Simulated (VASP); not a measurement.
Here is a VASP 6.6.1 calculation.

INCAR

```
SYSTEM = GaSb
PREC     = Accurate       ! precision mode
ENCUT    = 600            ! plane-wave cutoff, eV
EDIFF    = 1E-6           ! SCF threshold, eV
ISMEAR   = -1             ! smearing method
SIGMA    = 0.1            ! smearing width, eV
LREAL    = .FALSE.        ! projectors in reciprocal space
LASPH    = .TRUE.         ! aspherical terms in the spheres
NELM     = 60             ! most SCF steps
ALGO     = Normal         ! electronic algorithm
ISIF     = 3              ! what is computed and relaxed
LWAVE    = .FALSE.        ! write WAVECAR
LCHARG   = .FALSE.        ! write CHGCAR
GGA      = CA             ! functional
IBRION   = 2              ! ionic algorithm
NSW      = 100            ! ionic steps
EDIFFG   = -0.002         ! ionic threshold
PSTRESS  = 10.0
```

Contents of KPOINTS:

```
regular mesh
0
G
  14 14 14
  0 0 0
```

File POSCAR:

```
GaSb
1.0
    0.0000000000      3.0253526699      3.0253526699
    3.0253526699      0.0000000000      3.0253526699
    3.0253526699      3.0253526699      0.0000000000
Ga Sb
1 1
Direct
    0.0000000000      0.0000000000      0.0000000000
    0.7500000000      0.7500000000      0.7500000000
```

Potentials or basis: VASP PAW LDA potentials, release 64 (Ga_d, Sb).

Command:

```sh
$ cat potpaw_LDA.64/Ga_d/POTCAR potpaw_LDA.64/Sb/POTCAR > POTCAR
$ mpirun -np 1 vasp_std > vasp.out
```

**Question.** What does it give for the relaxed volume?

**Answer.** 27.29 Å³/atom.

**Question.** What does it give for the band gap on the k mesh?

**Answer.** 0.22 eV, direct.

**Question.** Predict the space group after relaxing (to 0.05 Å).

**Answer.** F-43m (No. 216).

**Question.** What does it give for the relaxed cell?

**Answer.** a = 4.258 Å, b = 4.258 Å, c = 4.258 Å, α = 60.00°, β = 60.00°, γ = 60.00°.

Final structure:
```xyz
2
Lattice="0.0000 3.0106 3.0106 3.0106 0.0000 3.0106 3.0106 3.0106 0.0000" Properties=species:S:1:pos:R:3 pbc="T T T"
Ga    6.0212    6.0212    6.0212
Sb    4.5159    4.5159    4.5159
```

Caveat: the cell is relaxed towards a set pressure, so the enthalpy falls and the energy may rise; spin-orbit coupling is left out, which moves the levels of the heavy elements. Zero-point motion and thermal expansion aren't in these numbers.
